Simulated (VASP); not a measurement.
CdPtC6N6: single point with PBE

CdPtC6N6:

```
Pt Cd N C
1.0
    -0.01252    5.67229    5.54103
     5.36786    0.17899    5.34952
     5.47412    5.58704    0.07273
Pt Cd N C
1 1 6 6
Direct
  0.99388 0.99902 0.99773
  0.48855 0.49748 0.50738
  0.30232 0.30244 0.69867
  0.69380 0.72528 0.29817
  0.69612 0.27938 0.31212
  0.29443 0.70686 0.70245
  0.29540 0.69017 0.29455
  0.72178 0.28644 0.69457
  0.17742 0.17346 0.84112
  0.84496 0.82789 0.17241
  0.81644 0.16925 0.20043
  0.18000 0.80926 0.83794
  0.19337 0.81020 0.17615
  0.82068 0.18044 0.81006
```

```yaml
Program: VASP 6.6.1
Task: single point
Functional: PBE
Potentials_or_basis: VASP PAW PBE potentials, release 64 (Pt, Cd, N, C)
Cutoff: 520 eV
k_mesh: 3 × 3 × 3
Occupations: fermi-dirac, width 0.1 eV
Spin: no spin polarisation
Dipole_correction: no
Further_INCAR_settings: ALGO = Normal; EDIFF = 1e-06; NBANDS = 51
```

The pressure is -3.7 GPa and the largest force is 21.495 eV/Å. The band gap on the k mesh is 3.46 eV (least direct gap 3.50 eV).

Forces in eV/Å, atoms in the order of the input:
```
Pt    1.873   2.761   6.482
Cd   -0.261   0.501   1.900
N     0.916   0.832 -14.695
N    -1.302   1.709  12.345
N    -5.259   0.360   0.408
N    11.166   1.243  -0.581
N    -0.055  -6.402   0.589
N     0.191   3.185  -0.038
C    -0.983  -1.428  14.950
C     1.386  -2.138 -21.344
C     4.928  -0.984  -0.169
C   -12.777  -1.850   0.880
C     0.215   5.122  -0.764
C    -0.039  -2.911   0.036
```

Stress tensor (GPa, compression positive):
```
-3.83 -0.65  1.78
-0.65 -4.16 -0.89
 1.78 -0.89 -3.13
```

Levels at points of the mesh, in eV from the valence-band top:
| k point | band 36 | band 37 | band 38 | band 39 | band 40 | band 41 |
| --- | --- | --- | --- | --- | --- | --- |
| (0.00, 0.00, 0.00) | -0.81 | -0.11 | -0.10 | 3.70 | 4.06 | 4.23 |

Run time: 5.7 min on 1 thread of Intel(R) Xeon(R) Platinum 8488C (Sapphire Rapids), with other jobs on the host, peak memory 0.6 GiB.

Caveat: the cell stands under tension; spin-orbit coupling is left out, which moves the levels of the heavy elements; an odd mesh through Γ misses points on the zone boundary, where band edges can lie; forces of over 1 eV/Å act on the atoms, so gaps and moduli don't describe the material at rest.
